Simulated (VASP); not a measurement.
# Ru (P6_3/mmc) in VASP: notebook

Runs on Ru. Level: PBE. Tasks: single point.

All numbers are computed with VASP 6.6.1; they aren't measurements. Logs are shortened: lines on timing, memory, paths and dates and some standing lists are left out, and cuts for length are marked.

**1. The cell of the first run**

It takes space group P6_3/mmc (No. 194, hexagonal). The conventional cell has a = 2.651 Å, b = 2.651 Å, c = 4.194 Å, α = 90.00°, β = 90.00°, γ = 120.00°. Within 3.4 Å of Ru (site symmetry -6m2) lie 12 Ru at 2.60 to 2.65 Å.

**2. Single point, PBE**

INCAR reads:

```
ALGO     = Normal         # electronic algorithm
EDIFF    = 1E-7           # SCF threshold, eV
ENCUT    = 520            # plane-wave cutoff, eV
GGA      = PE             # functional
ISIF     = 2              # what is computed and relaxed
ISMEAR   = -1             # smearing method
LASPH    = True           # aspherical terms in the spheres
LCHARG   = False          # write CHGCAR
LREAL    = False          # projectors in reciprocal space
LWAVE    = False          # write WAVECAR
NBANDS   = 21             # bands
NELM     = 100            # most SCF steps
PREC     = Accurate       # precision mode
SIGMA    = 0.15           # smearing width, eV
```

KPOINTS reads:

```
k-points
0
Gamma
  12 12 7
```

POSCAR reads:

```
Ru
1.0
    2.6505640930      0.0000000000      0.0000000000
   -1.3252820465      2.2954562919      0.0000000000
    0.0000000000      0.0000000000      4.1944897589
Ru
2
Direct
    0.3333333333      0.6666666667      0.2500000000
    0.6666666667      0.3333333333      0.7500000000
```

Potentials or basis: VASP PAW PBE potentials, release 64 (Ru_pv).

On the command line:

```console
cat potpaw_PBE.64/Ru_pv/POTCAR > POTCAR
mpirun -np 1 vasp_std > vasp.out
```

OUTCAR:

```text
EDIFF = 1E-7
   ENCUT = 520
   GGA = PE
   ISIF = 2
   ISMEAR = -1
   LASPH = True
   LREAL = False
   NELM = 100
   PREC = Accurate

 ion  position               nearest neighbor table
   1  0.333  0.667  0.250-   2 2.60   2 2.60   2 2.60   2 2.60   2 2.60   2 2.60
   2  0.667  0.333  0.750-   1 2.60   1 2.60   1 2.60   1 2.60   1 2.60   1 2.60

  LATTYP: Found a hexagonal cell.
 ALAT       =     2.6505640930
 C/A-ratio  =     1.5824894670

  Lattice vectors:

 A1 = (   2.6505640930,   0.0000000000,   0.0000000000)
 A2 = (  -1.3252820465,   2.2954562919,   0.0000000000)
 A3 = (   0.0000000000,   0.0000000000,   4.1944897589)

Analysis of symmetry for initial positions (statically):
=====================================================================
 Subroutine PRICEL returns:
 Original cell was already a primitive cell.

 Routine SETGRP: Setting up the symmetry group for a
 hexagonal supercell.

 Subroutine GETGRP returns: Found 24 space group operations
 (whereof 12 operations were pure point group operations)
 out of a pool of 24 trial point group operations.

The static configuration has the point symmetry D_3d.
 The point group associated with its full space group is D_6h.

Analysis of symmetry for dynamics (positions and initial velocities):
=====================================================================
 Subroutine PRICEL returns:
 Original cell was already a primitive cell.

 Routine SETGRP: Setting up the symmetry group for a
 hexagonal supercell.

 Subroutine GETGRP returns: Found 24 space group operations
 (whereof 12 operations were pure point group operations)
 out of a pool of 24 trial point group operations.

The dynamic configuration has the point symmetry D_3d.
 The point group associated with its full space group is D_6h.

 Subroutine INISYM returns: Found 24 space group operations
 (whereof 12 operations are pure point group operations),
 and found     1 'primitive' translations

----------------------------------------------------------------------------------------

                                     Primitive cell

  volume of cell :      25.5203

  direct lattice vectors                    reciprocal lattice vectors
     2.650564093  0.000000000  0.000000000     0.377278181  0.217821616  0.000000000
    -1.325282046  2.295456292  0.000000000     0.000000000  0.435643233  0.000000000
     0.000000000  0.000000000  4.194489759     0.000000000  0.000000000  0.238408020

  length of vectors
     2.650564093  2.650564485  4.194489759     0.435643297  0.435643233  0.238408020

  position of ions in fractional coordinates (direct lattice)
     0.333333333  0.666666667  0.250000000
     0.666666667  0.333333333  0.750000000

  ion indices of the primitive-cell ions
   primitive index   ion index
                 1           1
                 2           2

----------------------------------------------------------------------------------------

 KPOINTS: k-points

Automatic generation of k-mesh.
 Grid dimensions read from file:
 generate k-points for:   12   12    7

 Generating k-lattice:

  Cartesian coordinates                     Fractional coordinates (reciprocal lattice)
     0.031439848  0.018151801  0.000000000     0.083333333  0.000000000  0.000000000
     0.000000000  0.036303603  0.000000000     0.000000000  0.083333333  0.000000000
     0.000000000  0.000000000  0.034058289     0.000000000  0.000000000  0.142857143

  Length of vectors
     0.036303608  0.036303603  0.034058289

  Shift w.r.t. Gamma in fractional coordinates (k-lattice)
     0.000000000  0.000000000  0.000000000

 Subroutine IBZKPT returns following result:
 ===========================================

 Found     76 irreducible k-points:

 Following reciprocal coordinates:
            Coordinates               Weight
  0.000000  0.000000  0.000000      1.000000
  0.083333  0.000000  0.000000      6.000000
  0.166667  0.000000  0.000000      6.000000
  0.250000  0.000000  0.000000      6.000000
  0.333333 -0.000000  0.000000      6.000000
  0.416667 -0.000000  0.000000      6.000000
[... 16 lines left out ...]
  0.250000  0.000000  0.142857     12.000000
  0.333333 -0.000000  0.142857     12.000000
 [... further k-points ...]
   k-points           NKPTS =     76   k-points in BZ     NKDIM =     76   number of bands    NBANDS=     21
   number of dos      NEDOS =    301   number of ions     NIONS =      2
   total plane-waves  NPLWV =  12800
   dimension x,y,z NGX =    20 NGY =   20 NGZ =   32
   dimension x,y,z NGXF=    40 NGYF=   40 NGZF=   64
   ions per type =               2
   NGX,Y,Z   is equivalent  to a cutoff of  12.54, 12.54, 12.68 a.u.
   NGXF,Y,Z  is equivalent  to a cutoff of  25.09, 25.09, 25.37 a.u.
 SYSTEM =  unknown system
   PREC   = accura    normal or accurate (medium, high low for compatibility)
   ISTART =      0    job   : 0-new  1-cont  2-samecut
   ICHARG =      2    charge: 1-file 2-atom 10-const
   ISPIN  =      1    spin polarized calculation?
   LNONCOLLINEAR =      F non collinear calculations
   LSORBIT =      F    spin-orbit coupling
   LASPH  =      T    aspherical Exc in radial PAW
   ENCUT  =  520.0 eV  38.22 Ry    6.18 a.u.   4.93  4.93  7.80*2*pi/ulx,y,z
   NELM   =    100;   NELMIN=  2; NELMDL= -5     # of ELM steps
   EDIFF  = 0.1E-06   stopping-criterion for ELM
   LREAL  =      F    real-space projection
   EDIFFG = 0.1E-05   stopping-criterion for IOM
   NSW    =      0    number of steps for IOM
   IBRION =     -1    ionic relax: 0-MD 1-quasi-New 2-CG
   NFREE  =      0    steps in history (QN), initial steepest desc. (CG)
   ISIF   =      2    stress and relaxation
   ISYM   =      2    0-nonsym 1-usesym 2-fastsym
   POTIM  = 0.5000    time-step for ionic-motion
   TEBEG  =    0.0;   TEEND  =   0.0 temperature during run
   PSTRESS=    0.0 pullay stress
   NELECT =      28.0000    total number of electrons
   NUPDOWN=      -1.0000    fix difference up-down
   EMIN   =  10.00;   EMAX   =-10.00  energy-range for DOS
   EFERMI =   0.00;   METHOD = LEGACY
   ISMEAR =    -1;   SIGMA  =   0.15  broadening in eV -4-tet -1-fermi 0-gaus
   EFERMI_NEDOS =   21; number of points for ismear=-14 and -15
   IALGO  =     38    algorithm
   IMIX   =      4    mixing-type and parameters
     AMIX     =   0.40;   BMIX     =  1.00
     AMIX_MAG =   1.60;   BMIX_MAG =  1.00
  volume/ion in A,a.u.               =      12.76        86.11
  Fermi-wavevector in a.u.,A,eV,Ry     =   1.688491  3.190785 38.790223  2.851001
  Thomas-Fermi vector in A             =   2.770788
   LORBIT       =      0    0 simple, 1 ext, 2 COOP (PROOUT), +10 PAW based schemes
   GGA     = PE    functional components
   LHFCALC =     F    Hartree Fock is set to
   AEXX    =    0.0000 exact exchange contribution
   IVDW    =     0    specifies the selected vdW correction
   LEPSILON=     F    determine dielectric tensor
   LRPA    =     F    only Hartree local field effects (RPA)
 non-spin polarized calculation
  energy-cutoff  :      520.00
  volume of cell :       25.52
 maximum number of plane-waves:       705
 NGX is ok and might be reduce to    20
   NGX =  9   NGY =  9   NGZ = 15

 number of electron      27.9999993 magnetization

 Free energy of the ion-electron system (eV)
  ---------------------------------------------------
  ext. energy  EPLUGINS =         0.00000000
  ---------------------------------------------------
  free energy    TOTEN  =       -18.36349758 eV

  energy without entropy =      -18.25668405  energy(sigma->0) =      -18.31009082

 E-fermi :  14.0300     XC(G=0): -14.5086

 val. band max:       13.9870991703   @ k =   0.4167   0.0833   0.2857
 cond. band min:      14.0338466235   @ k =   0.3333   0.1667   0.2857
 fundamental gap:      0.0467474532
 Fermi energy:        14.0299970912

 k-point     1 :       0.0000    0.0000    0.0000
  band No.  band energies     occupation
      1     -29.8949      2.00000
      2     -28.7560      2.00000
      3     -28.7560      2.00000
      4     -28.5502      2.00000
      5     -28.5502      2.00000
      6     -28.4951      2.00000
[... 13 lines left out ...]
     20      24.3588      0.00000
     21      25.1196      0.00000

 k-point     2 :       0.0833    0.0000    0.0000
  band No.  band energies     occupation
      1     -29.8660      2.00000
      2     -28.8181      2.00000
      3     -28.7768      2.00000
      4     -28.6149      2.00000
      5     -28.5585      2.00000
      6     -28.5085      2.00000
[... 13 lines left out ...]
     20      24.3588      0.00000
     21      25.0776      0.00000

 k-point     3 :       0.1667    0.0000    0.0000
  band No.  band energies     occupation
      1     -29.7832      2.00000
      2     -28.9877      2.00000
      3     -28.8318      2.00000
      4     -28.7875      2.00000
      5     -28.5827      2.00000
      6     -28.5487      2.00000
[... 13 lines left out ...]
     20      24.3587      0.00000
     21      24.9273      0.00000

 k-point     4 :       0.2500    0.0000    0.0000
  band No.  band energies     occupation
      1     -29.6580      2.00000
      2     -29.2190      2.00000
      3     -29.0143      2.00000
      4     -28.9037      2.00000
      5     -28.6185      2.00000
      6     -28.6155      2.00000
[... 13 lines left out ...]
     20      24.3587      0.00000
     21      24.6917      0.00000

 k-point     5 :       0.3333   -0.0000    0.0000
  band No.  band energies     occupation
      1     -29.5096      2.00000
      2     -29.4492      2.00000
      3     -29.2318      2.00000
      4     -28.9727      2.00000
      5     -28.7052      2.00000
      6     -28.6560      2.00000
[... 13 lines left out ...]
     20      24.3584      0.00000
     21      24.4059      0.00000

 k-point     6 :       0.4167   -0.0000    0.0000
  band No.  band energies     occupation
      1     -29.6166      2.00000
      2     -29.3860      2.00000
      3     -29.3703      2.00000
      4     -29.0219      2.00000
      5     -28.8013      2.00000
      6     -28.6844      2.00000
[... 13 lines left out ...]
     20      24.3584      0.00000
     21      25.4031      0.00000

 k-point     7 :       0.5000    0.0000    0.0000
  band No.  band energies     occupation
      1     -29.6776      2.00000
      2     -29.4415      2.00000
      3     -29.3044      2.00000
      4     -29.0396      2.00000
      5     -28.8514      2.00000
      6     -28.6949      2.00000
[... 13 lines left out ...]
     20      24.3579      0.00000
     21      25.6850      0.00000
[... 291 lines left out ...]
      1     -29.8295      2.00000
      2     -28.7459      2.00000
      3     -28.7459      2.00000
      4     -28.5689      2.00000
      5     -28.5605      2.00000
      6     -28.5605      2.00000
[... 13 lines left out ...]
     20      24.3588      0.00000
     21      26.0978      0.00000

 k-point    21 :       0.0833    0.0000    0.1429
  band No.  band energies     occupation
      1     -29.8045      2.00000
      2     -28.8061      2.00000
      3     -28.7661      2.00000
      4     -28.6558      2.00000
      5     -28.5695      2.00000
      6     -28.5487      2.00000
[... 13 lines left out ...]
     20      24.3588      0.00000
     21      26.0808      0.00000

 k-point    22 :       0.1667    0.0000    0.1429
  band No.  band energies     occupation
      1     -29.7349      2.00000
      2     -28.9692      2.00000
      3     -28.8335      2.00000
      4     -28.8197      2.00000
      5     -28.5953      2.00000
      6     -28.5747      2.00000
[... 13 lines left out ...]
     20      24.3587      0.00000
     21      26.0314      0.00000

 k-point    23 :       0.2500    0.0000    0.1429
  band No.  band energies     occupation
      1     -29.6414      2.00000
      2     -29.1820      2.00000
      3     -29.0571      2.00000
      4     -28.8898      2.00000
      5     -28.6328      2.00000
      6     -28.6280      2.00000
[... 13 lines left out ...]
     20      24.3587      0.00000
     21      26.0451      0.00000

 k-point    24 :       0.3333   -0.0000    0.1429
  band No.  band energies     occupation
      1     -29.5984      2.00000
      2     -29.3427      2.00000
      3     -29.2509      2.00000
      4     -28.9574      2.00000
      5     -28.7023      2.00000
      6     -28.6721      2.00000
[... 13 lines left out ...]
     20      24.3587      0.00000
     21      26.1643      0.00000

 [... further k-points ...]
[... 5 lines left out ...]
  --------------------------------------------------------------------------------------
  -------------------------------------------------------------------------------------
  Total        4.5301289      4.5301307      4.7220097     -0.0000000      0.0000000     -0.0000000
  in kB      284.4033226    284.4034349    296.4496759     -0.0000000      0.0000000     -0.0000000
  external PRESSURE =     288.4188111 kB  Pullay stress =       0.0000000 kB

 VOLUME and BASIS-vectors are now :
 -----------------------------------------------------------------------------
  energy-cutoff  :      520.00
  volume of cell :       25.52
      direct lattice vectors                 reciprocal lattice vectors
     2.650564093  0.000000000  0.000000000     0.377278181  0.217821616  0.000000000
    -1.325282046  2.295456292  0.000000000     0.000000000  0.435643233  0.000000000
     0.000000000  0.000000000  4.194489759     0.000000000  0.000000000  0.238408020

 POSITION                                       TOTAL-FORCE (eV/Angst)
 -----------------------------------------------------------------------------------
     -0.00000      1.53030      1.04862         0.000000      0.000000      0.000000
      1.32528      0.76515      3.14587        -0.000000     -0.000000      0.000000
 -----------------------------------------------------------------------------------
    total drift:                               -0.000000      0.000000     -0.000000

  FREE ENERGIE OF THE ION-ELECTRON SYSTEM (eV)
  ---------------------------------------------------
  free  energy   TOTEN  =       -18.3634975824 eV

  energy  without entropy=      -18.2566840539  energy(sigma->0) =      -18.31009082
```

It took 34 s on 1 thread of Intel Xeon Platinum 8259CL at 2.50GHz (Skylake/Cascade Lake), shared host; peak memory 0.16 GiB.

What came out:

```
Free energy            : -18.3635 eV
Pressure               : 28.8 GPa
Band gap on the k mesh : zero (band 14 reaches 15.59 eV, above the bottom of band 15 at 12.31 eV)
```

Stress tensor (GPa, compression positive):
```
28.44  0.00  0.00
 0.00 28.44  0.00
 0.00  0.00 29.64
```

Levels at points of the mesh, in eV from the Fermi level:
| k point | band 12 | band 13 | band 14 | band 15 | band 16 | band 17 |
| --- | --- | --- | --- | --- | --- | --- |
| (0.00, 0.00, 0.00) | -2.12 | -2.12 | -1.54 | -1.54 | 1.28 | 1.28 |
| (0.50, 0.00, 0.00) | -1.91 | -1.67 | 1.56 | 2.02 | 2.11 | 4.40 |

(Part 1 of 2 ends here.)
